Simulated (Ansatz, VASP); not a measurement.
**InAuC4N4: VASP beside Ansatz**

```
CELL_PARAMETERS angstrom
6.36736 0.00000 0.00000
0.00000 6.36736 0.00000
0.00000 0.00000 6.36736
ATOMIC_POSITIONS crystal
In 0.00000 0.00000 0.00000
C 0.19581 0.19581 0.19581
C 0.19581 0.80419 0.80419
C 0.80419 0.19581 0.80419
C 0.80419 0.80419 0.19581
Au 0.50000 0.50000 0.50000
N 0.30121 0.30121 0.30121
N 0.30121 0.69879 0.69879
N 0.69879 0.30121 0.69879
N 0.69879 0.69879 0.30121
```

Alike in both runs: functional PBE; k mesh 4 × 4 × 4; occupations gaussian, width 0.1 eV; no spin polarisation.

Ansatz relaxed the structure, and its values are those at the end. VASP's run is a single point on that final structure, the one shown.

|  | VASP | Ansatz |
| --- | --- | --- |
| version | VASP 6.6.1 | Ansatz 0.2.0 |
| potentials or method | VASP PAW PBE potentials, release 64 (In_d, C, Au, N), cutoff 520 eV | scalar-relativistic, plane waves, PAW |
| valence electrons in the cell | 60 | 68 |

Ansatz gave:

- gap on the k mesh at the Fermi level (eV): 3.69
- least direct gap on the mesh (eV): 3.72
- pressure (GPa): 0.1
- rms of the force components (eV/Å): 0.016

Question: What did VASP give for the same quantities?

Answer: gap on the k mesh at the Fermi level (eV): 3.69; least direct gap on the mesh (eV): 3.72; pressure (GPa): 0.4; rms of the force components (eV/Å): 0.207.

One of these differences is far larger than is usual between the two programs; its cause wasn't traced. VASP's potentials hold 60 valence electrons a cell and Ansatz's 68, so a difference there can come from the potentials and not from the codes.

Neither program's run includes spin-orbit coupling. Noted on VASP's run: the standard files for N, O and F lose accuracy on very short bonds.
